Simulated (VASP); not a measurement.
A run of VASP 6.6.1 is set up as follows.

POSCAR

```
Zr
1.0
    3.0167289101      0.0000000000      0.0000000000
    0.0000000000      3.0167289101      0.0000000000
    0.0000000000      0.0000000000      3.0167289101
Zr
1
Direct
    0.0000000000      0.0000000000      0.0000000000
```

File INCAR.step1:

```
SYSTEM = Zr
PREC = Accurate
ENCUT = 550
ISMEAR = -1
SIGMA = 0.1
LREAL = .FALSE.
LASPH = .TRUE.
NELM = 120
NBANDS = 12
GGA = PE
ALGO = Normal
EDIFF = 1E-5
LWAVE = .TRUE.
LCHARG = .FALSE.
GGA_COMPAT = .FALSE.
```

Contents of INCAR.step2:

```
SYSTEM = Zr
PREC = Accurate
ENCUT = 550
EDIFF = 1E-6
ISMEAR = -1
SIGMA = 0.1
LREAL = .FALSE.
LASPH = .TRUE.
NELM = 120
ALGO = Normal
ISIF = 2
LWAVE = .FALSE.
LCHARG = .TRUE.
METAGGA = R2SCAN
LMIXTAU = .TRUE.
LELF = .TRUE.
LVHAR = .TRUE.
NBANDS = 12
ISTART = 1
GGA_COMPAT = .FALSE.
```

KPOINTS

```
regular mesh
0
G
  12 12 12
  0 0 0
```

Potentials or basis: VASP PAW PBE potentials, release 64 (Zr_sv).

Command:

```console
$ cat potpaw_PBE.64/Zr_sv/POTCAR > POTCAR
$ cp INCAR.step1 INCAR
$ mpirun -np 1 vasp_std > vasp.out
$ cp INCAR.step2 INCAR
$ mpirun -np 1 vasp_std > vasp.out
```

(1) Predict the band gap on the k mesh.

(2) Predict the pressure.

Answers

(1) zero (band 6 reaches 7.82 eV, above the bottom of band 7 at 5.42 eV).

(2) -5.8 GPa.

Caveat: the PAW data sets were made with another functional, which shifts forces and pressure a little.
